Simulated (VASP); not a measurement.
Input of a VASP 6.6.1 run:

The input INCAR:

```
SYSTEM = Pt
PREC = Accurate
ENCUT = 520
EDIFF = 1E-6
ISMEAR = -1
SIGMA = 0.08
LREAL = .FALSE.
LASPH = .TRUE.
NELM = 80
ALGO = Normal
ISIF = 2
LWAVE = .FALSE.
LCHARG = .FALSE.
LDIPOL = .TRUE.
IDIPOL = 3
DIPOL = 0.5 0.5 0.500
GGA = PE
NBANDS = 28
```

The input KPOINTS:

```
regular mesh
0
G
  13 13 1
  0 0 0
```

POSCAR

```
Pt
1.0
    2.8080030018      0.0000000000      0.0000000000
   -1.4040015009      2.4318019335      0.0000000000
    0.0000000000      0.0000000000     22.8782000000
Pt
4
Direct
    0.0000000000      0.0000000000      0.3495850144
    0.3333333333      0.6666666667      0.4503566078
    0.6666666667      0.3333333333      0.5496433921
    0.0000000000      0.0000000000      0.6504149850
```

Potentials or basis: VASP PAW PBE potentials, release 64 (Pt).

Run with:

```sh
$ cat potpaw_PBE.64/Pt/POTCAR > POTCAR
$ mpirun -np 1 vasp_std > vasp.out
```

Task: What does it give for the largest force?

Result: 0.020 eV/Å.

Task: What does it give for the band gap on the k mesh?

Result: Zero (band 20 reaches 1.26 eV, above the bottom of band 21 at -0.03 eV).

Forces in eV/Å, atoms in the order of the input:
```
Pt   0.000  0.000  0.020
Pt   0.000  0.000 -0.005
Pt   0.000  0.000  0.005
Pt   0.000  0.000 -0.020
```

Caveat: spin-orbit coupling is left out, which moves the levels of the heavy elements.
